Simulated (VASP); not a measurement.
Input of a VASP 6.6.1 run:

The input POSCAR:

```
SnSe
1.0
    0.0000000000      3.0062487022      3.0062487022
    3.0062487022      0.0000000000      3.0062487022
    3.0062487022      3.0062487022      0.0000000000
Sn Se
1 1
Direct
    0.0000000000      0.0000000000      0.0000000000
    0.5000000000      0.5000000000      0.5000000000
```

INCAR.step1

```
ALGO = Normal
EDIFF = 1E-4
ENCUT = 520
GGA = PE
ISMEAR = 0
LASPH = T
LCHARG = F
LREAL = F
LWAVE = T
NBANDS = 17
NELM = 80
PREC = Accurate
SIGMA = 0.01
```

File INCAR.step2:

```
ALGO = Normal
EDIFF = 1E-6
ENCUT = 520
ISIF = 2
ISMEAR = 0
ISTART = 1
LASPH = T
LCHARG = F
LMIXTAU = T
LREAL = F
LWAVE = F
METAGGA = R2SCAN
NBANDS = 17
NELM = 80
PREC = Accurate
SIGMA = 0.01
```

Contents of KPOINTS:

```
k-points
0
Gamma
  8 8 8
```

Potentials or basis: VASP PAW PBE potentials, release 64 (Sn_d, Se).

Run with:

```sh
$ cat potpaw_PBE.64/Sn_d/POTCAR potpaw_PBE.64/Se/POTCAR > POTCAR
$ cp INCAR.step1 INCAR
$ mpirun -np 1 vasp_std > vasp.out
$ cp INCAR.step2 INCAR
$ mpirun -np 1 vasp_std > vasp.out
```

Q: Predict the pressure.

A: 0.1 GPa.

Q: Estimate the band gap on the k mesh.

A: 0.47 eV, direct.

Caveat: the PAW data sets were made with another functional, which shifts forces and pressure a little; spin-orbit coupling is left out, which moves the levels of the heavy elements. A k mesh can miss the band edges.
